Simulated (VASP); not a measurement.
Crystal: ZnSe (Stilleite).

```
CELL_PARAMETERS angstrom
0.00000 2.86592 2.86592
2.86592 0.00000 2.86592
2.86592 2.86592 0.00000
ATOMIC_POSITIONS crystal
Zn 0.00000 0.00000 0.00000
Se 0.25000 0.25000 0.25000
```

```yaml
Program: VASP 6.6.1
Task: relaxation of cell and atoms
Functional: LDA
Potentials_or_basis: VASP PAW LDA potentials, release 64 (Zn, Se)
Cutoff: 600 eV
k_mesh: 8 × 8 × 8
Occupations: fermi-dirac, width 0.02 eV
Spin: no spin polarisation
```

At the start: pressure -4.9 GPa; volume 23.54 Å³/atom.

Task: How do energy, volume and symmetry change on relaxing?

Result: Over 3 steps the energy falls by 30.7 meV/atom and the volume is 21.66 Å³/atom (-8.0 %); space group F-43m (No. 216, to 0.05 Å).

The path:
```csv
step,energy change (eV),largest force (eV/Å),pressure (GPa),volume (Å³)
1,0.0000,0.0000,-4.86,47.08
2,-0.0564,0.0000,1.65,42.38
3,-0.0614,0.0000,0.02,43.33
```

Final structure:
```
CELL_PARAMETERS angstrom
0.00000 2.78771 2.78771
2.78771 0.00000 2.78771
2.78771 2.78771 0.00000
ATOMIC_POSITIONS crystal
Zn 0.00000 0.00000 0.00000
Se 0.25000 0.25000 0.25000
```
